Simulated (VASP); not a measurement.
## HgTe: single point with LDA

The system is HgTe.

```
Hg Te
1.0
     0.00000    3.13702    3.13702
     3.13702    0.00000    3.13702
     3.13702    3.13702    0.00000
Hg Te
1 1
Cartesian
  0.0000 0.0000 0.0000
  3.1370 3.1370 3.1370
```

| Property | Result |
| --- | --- |
| Program | VASP 6.6.1 |
| Task | single point |
| Functional | LDA |
| Potentials or basis | VASP PAW LDA potentials, release 64 (Hg, Te) |
| Cutoff | 520 eV |
| k mesh | 7 × 7 × 7 |
| Occupations | fermi-dirac, width 0.05 eV |
| Spin | no spin polarisation |
| Dipole correction | no |
| Further INCAR settings | ALGO = Normal; EDIFF = 1e-06; NBANDS = 16 |

* Pressure: -6.8 GPa
* Band gap on the k mesh: zero (band 9 reaches 3.51 eV, above the bottom of band 10 at 1.41 eV)

Levels at points of the mesh, in eV from the Fermi level:
```
           k point  band 5  band 6  band 7  band 8  band 9  band 10  band 11  band 12  band 13  band 14
(0.00, 0.00, 0.00)   -6.39   -6.39   -1.42   -0.63   -0.63    -0.63     7.43     7.43     7.43     7.52
```

It took 12 s on 1 thread of Intel Xeon 6975P-C, on a shared host, peak memory 0.18 GiB.

Caveat: spin-orbit coupling is left out, which moves the levels of the heavy elements.
